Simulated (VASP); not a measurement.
Input of a VASP 6.6.1 run:

The input INCAR:

```
SYSTEM = Si5C
  PREC = Accurate
  ENCUT = 600
  EDIFF = 1E-6
  ISMEAR = 0
  SIGMA = 0.1
  LREAL = .False.
  LASPH = .True.
  NELM = 100
  ALGO = Normal
  ISIF = 3
  LWAVE = .False.
  LCHARG = .False.
  GGA = PE
  IBRION = 2
  NSW = 90
  EDIFFG = -0.04
```

The input KPOINTS:

```
regular mesh
0
Gamma
  12 12 1
  0 0 0
```

Contents of POSCAR:

```
Si5C
1.0
    2.1434796200      0.0000000000      0.0000000000
   -1.0717398100      1.8563078100      0.0000000000
    0.0000000000      0.0000000000     22.3159621000
Si C
5 1
Direct
    0.3333333300      0.6666666700      0.6666666700
    0.3333333300      0.6666666700      0.0000000000
    0.3333333300      0.6666666700      0.3333333300
    0.6666666700      0.3333333300      0.6666666700
    0.6666666700      0.3333333300      0.3333333300
    0.6666666700      0.3333333300      0.0000000000
```

Potentials or basis: VASP PAW PBE potentials, release 64 (Si, C).

Command:

```console
$ cat potpaw_PBE.64/Si/POTCAR potpaw_PBE.64/C/POTCAR > POTCAR
$ mpirun -np 1 vasp_std > vasp.out
```

**Question.** Estimate the band gap on the k mesh.

**Answer.** Zero (bands 12 and 13 overlap by 0.62 eV).

**Question.** Estimate the relaxed cell.

**Answer.** a = 3.685 Å, b = 3.685 Å, c = 14.484 Å, α = 90.00°, β = 90.00°, γ = 120.00°.

Stress tensor (GPa, compression positive):
```
-0.17  0.00  0.00
 0.00 -0.17  0.00
 0.00  0.00  0.07
```
